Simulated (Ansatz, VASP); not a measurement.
# Nb in VASP and in Ansatz

File INCAR:

```
PREC = Accurate ; ENCUT = 520
EDIFF = 1E-6 ; ISMEAR = -1
SIGMA = 0.05 ; LREAL = F
LASPH = T ; NELM = 80
ALGO = Normal ; ISIF = 2
LWAVE = F ; LCHARG = F
GGA = PE ; NBANDS = 12
```

File KPOINTS:

```
regular mesh
0
Gamma
  15 15 14
```

Contents of POSCAR:

```
Nb
1.0
    2.3497538910      0.0000000000      0.0000000000
   -1.1748769455      2.0349465623      0.0000000000
    0.0000000000      0.0000000000      2.2270811374
Nb
1
Direct
    0.0000000000      0.0000000000      0.0000000000
```

Input for Ansatz:

```yaml
crystal:
  lattice:
    - [2.349753891, 0.0, 0.0]
    - [-1.1748769455, 2.0349465623, 0.0]
    - [0.0, 0.0, 2.2270811374]
  atoms:
    - { symbol: Nb, position: [0.0, 0.0, 0.0] }
kpoints:
  mp_grid: { grid: [15, 15, 14] }
scf:
  occupations: { method: fermi_dirac, width: 0.05 }
hamiltonian:
  xc: pbe
  pseudopotentials: { kind: all_electron, lapw: { basis_error: 0.001 } }
output:
  forces: true
  stress: true
  eigenvalues: true
  populations: true
```

Change from the starting cell: volume scaled by 0.55, LAPW.

Alike in both runs: task single point; functional PBE; k mesh 15 × 15 × 14; occupations fermi-dirac, width 0.05 eV; no spin polarisation.

|  | VASP | Ansatz |
| --- | --- | --- |
| version | VASP 6.6.1 | Ansatz 0.2.0 |
| potentials or method | VASP PAW PBE potentials, release 64 (Nb_sv), cutoff 520 eV | all-electron LAPW, scalar-relativistic |

|  | VASP | Ansatz | Ansatz less VASP |
| --- | --- | --- | --- |
| pressure (GPa) | 268.6 | 268.2 | -0.40 |
| traceless stress, the component that is largest in VASP (GPa) | -0.08 | -0.10 | -0.016 |

Both programs put the cell under a high pressure, so it lies far from rest at this level. Ansatz ran all-electron here, and VASP with PAW potentials.

Noted on VASP's run: the cell as given lies far from equilibrium.
